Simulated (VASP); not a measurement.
Runs of VASP 6.6.1 on FePt. The structure is tetragonal, space group P4/mmm (No. 123). The conventional cell has a = 2.724 Å, b = 2.724 Å, c = 3.720 Å, α = 90.00°, β = 90.00°, γ = 90.00°. Fe (site symmetry 4/mmm) has 8 Pt at 2.68 Å and 4 Fe at 2.72 Å within 3.5 Å. Within 3.5 Å of Pt (site symmetry 4/mmm) lie 8 Fe at 2.68 Å and 4 Pt at 2.72 Å. 

```csv
level,spin,gap on the mesh (eV),pressure (GPa),moment (μB)
PBE,off,none,-13.4,-
r2SCAN,off,none,-18.9,-
PBE,"collinear, ferromagnetic start",none,3.3,(a)
PBE,"collinear, antiferromagnetic start",none,1.4,(b)
```

Alike in all rows: task single point; potentials or basis VASP PAW PBE potentials, release 64 (Fe, Pt); cell as given; k mesh 5 × 9 × 6; cutoff (eV) 520; smearing fermi-dirac 0.05 eV.

Q: Fill in the values left out.

A: (a) 6.64; (b) 0.00.

Caveats: spin-orbit coupling is left out, which moves the levels of the heavy elements; the PAW data sets were made with another functional, which shifts forces and pressure a little (some runs).

A k mesh can miss the band edges, and the runs leave out spin-orbit coupling on Pt.

A gap of «none» marks levels without a gap at the run's occupations.
